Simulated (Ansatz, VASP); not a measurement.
# One calculation of TiB2, two programs

```
CELL_PARAMETERS angstrom
3.02920 0.00000 0.00000
-1.51460 2.62336 0.00000
0.00000 0.00000 3.22840
ATOMIC_POSITIONS crystal
Ti 0.00000 0.00000 0.00000
B 0.66667 0.33333 0.50000
B 0.33333 0.66667 0.50000
```

Alike in both runs: task relaxation of cell and atoms; functional revPBE; k mesh 10 × 10 × 8; occupations fermi-dirac, width 0.05 eV; no spin polarisation.

|  | VASP | Ansatz |
| --- | --- | --- |
| version | VASP 6.6.1 | Ansatz 0.2.0 |
| potentials or method | VASP PAW PBE potentials, release 64 (Ti_sv, B) | Ansatz PAW |
| plane-wave cutoff (eV) | 600 | 420 |
| valence electrons in the cell | 18 | 18 |

VASP gave:

* relaxed volume (Å³/atom): 8.69
* relaxed cell length with the largest relative difference (Å): 3.045

Problem. Which values does Ansatz return?

Solution. Relaxed volume (Å³/atom): 8.68; relaxed cell length with the largest relative difference (Å): 3.044.

VASP's potentials were made for PBE, not for revPBE.

Noted on Ansatz's run: the plane-wave basis is chosen anew once the cell has moved, so the energies of steps on either side of that aren't comparable.
